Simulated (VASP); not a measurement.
KFeAs2:

```xyz
4
Lattice="-1.9804 1.9804 6.3830 1.9804 -1.9804 6.3830 1.9804 1.9804 -6.3830" Properties=species:S:1:pos:R:3 pbc="T T T"
As    0.0000    0.0000    4.2222
As    0.0000    0.0000    8.5438
Fe    1.9804    0.0000    3.1915
K     0.0000    0.0000    0.0000
```

Base run:

| Item | Value |
| --- | --- |
| Program | VASP 6.6.1 |
| Functional | PBE |
| Potentials or basis | VASP PAW PBE potentials, release 64 (As, Fe, K_sv) |
| Cutoff | 520 eV |
| k mesh | 9 × 9 × 9 |
| Occupations | fermi-dirac, width 0.05 eV |
| Spin | collinear spin, ferromagnetic start |
| Starting moments | [0.0, 0.0, 3.0, 0.0] μB |
| Hubbard terms | Fe d U = 3.0 eV |

Its results: pressure 4.2 GPa; net moment 2.29 μB per cell; site moments As -0.11; Fe +2.54; K +0.00 μB; largest force 0.536 eV/Å.

The run is repeated on the same cell with these changes: hubbard terms from Fe d U = 3.0 eV to none; moments at the start from [0.0, 0.0, 3.0, 0.0] to [0.0, 0.0, -1.4, 0.0]. What comes out?

Pressure 0.2 GPa; net moment -0.60 μB per cell; site moments As +0.03; Fe -0.65; K +0.00 μB; largest force 0.062 eV/Å.

Caveats: a cell with one magnetic atom can't hold antiferromagnetic order, which such compounds often take; the U is typed as a test and isn't derived for this compound (some runs).
